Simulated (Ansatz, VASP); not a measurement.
**ScAl2 in VASP and in Ansatz**

```
Sc Al
1.0
     0.00000    3.77765    3.77765
     3.77765    0.00000    3.77765
     3.77765    3.77765    0.00000
Sc Al
2 4
Direct
  0.50000 0.50000 0.50000
  0.75000 0.75000 0.75000
  0.12500 0.12500 0.12500
  0.62500 0.12500 0.12500
  0.12500 0.62500 0.12500
  0.12500 0.12500 0.62500
```

Alike in both runs: task single point; functional PBEsol; k mesh 8 × 8 × 8; occupations gaussian, width 0.1 eV; no spin polarisation.

|  | VASP | Ansatz |
| --- | --- | --- |
| version | VASP 6.6.1 | Ansatz 0.2.0 |
| potentials or method | VASP PAW PBE potentials, release 64 (Sc_sv, Al), cutoff 520 eV | scalar-relativistic, plane waves, PAW |
| valence electrons in the cell | 34 | 34 |

VASP gave:

- gap on the k mesh at the Fermi level (eV): none
- pressure (GPa): -0.9

**Question.** Which values does Ansatz return?

**Answer.** gap on the k mesh at the Fermi level (eV): none; pressure (GPa): -1.0.

VASP's potentials were made for PBE, not for PBEsol. A gap of «none» marks a metal or a gap that the smearing closes.
